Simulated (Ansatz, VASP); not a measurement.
# Two plane-wave programs on Li4SiN2

```
CELL_PARAMETERS angstrom
5.42615 -1.70033 -1.02019
5.42615 1.70033 -1.02019
-2.39332 0.00000 5.05908
ATOMIC_POSITIONS crystal
Li 0.71775 0.71775 0.10036
Li 0.28225 0.28225 0.89964
Li 0.14095 0.14095 0.36423
Li 0.85905 0.85905 0.63577
Si 0.50000 0.50000 0.50000
N 0.31548 0.31548 0.34157
N 0.68452 0.68452 0.65843
```

Change from the starting cell: species swapped into the LiCr2S4 type (C2/m, No. 12).

Alike in both runs: functional PBE; k mesh 6 × 6 × 4; occupations gaussian, width 0.2 eV; no spin polarisation.

Ansatz relaxed the structure, and its values are those at the end. VASP's run is a single point on that final structure, the one shown.

|  | VASP | Ansatz |
| --- | --- | --- |
| version | VASP 6.6.1 | Ansatz 0.2.0 |
| potentials or method | VASP PAW PBE potentials, release 64 (Li_sv, Si, N), cutoff 520 eV | scalar-relativistic, plane waves, PAW |
| valence electrons in the cell | 26 | 26 |

|  | VASP | Ansatz | Ansatz less VASP |
| --- | --- | --- | --- |
| gap on the k mesh at the Fermi level (eV) | none | none | - |
| rms of the force components (eV/Å) | 0.021 | 0.020 | -0.0019 |

A gap of «none» marks a metal or a gap that the smearing closes.

Noted on VASP's run: the cutoff is under 1.25 times that of the potentials, so the pressure is a little rough.
